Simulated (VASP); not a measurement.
Wanted: the native input for a VASP 6.6.1 run.

```
Task                   : single point
Functional             : PBE
Potentials or basis    : VASP PAW PBE potentials, release 64 (Ru_pv)
Cutoff                 : 520 eV
k mesh                 : 18 × 18 × 18
Occupations            : gaussian, width 0.1 eV
Spin                   : no spin polarisation
Dipole correction      : no
Further INCAR settings : ALGO = Normal; EDIFF = 1e-07; NBANDS = 13
```

The structure of Ru lies in POSCAR:

```
Ru
1.0
    0.0000000000      1.9239474846      1.9239474846
    1.9239474846      0.0000000000      1.9239474846
    1.9239474846      1.9239474846      0.0000000000
Ru
1
Direct
    0.0000000000      0.0000000000      0.0000000000
```

This cell differs from its parent crystal: volume scaled by 1.03.

The input as run:

INCAR

```
SYSTEM = Ru
  PREC = Accurate
  ENCUT = 520
  EDIFF = 1E-7
  ISMEAR = 0
  SIGMA = 0.1
  LREAL = .FALSE.
  LASPH = .TRUE.
  NELM = 60
  ALGO = Normal
  ISIF = 2
  LWAVE = .FALSE.
  LCHARG = .FALSE.
  GGA = PE
  NBANDS = 13
```

KPOINTS

```
Automatic mesh
0
G
  18 18 18
  0 0 0
```

Potentials or basis: VASP PAW PBE potentials, release 64 (Ru_pv).

The run is started by

```bash
$ cat potpaw_PBE.64/Ru_pv/POTCAR > POTCAR
$ mpirun -np 1 vasp_std > vasp.out
```

Results of the run:

```
Pressure               : -8.5 GPa
Band gap on the k mesh : zero (band 7 reaches 13.99 eV, above the bottom of band 8 at 10.81 eV)
```

Wall time 15 s on 1 thread of Intel(R) Xeon(R) Platinum 8488C (Sapphire Rapids) (shared host), peak memory 0.14 GiB.
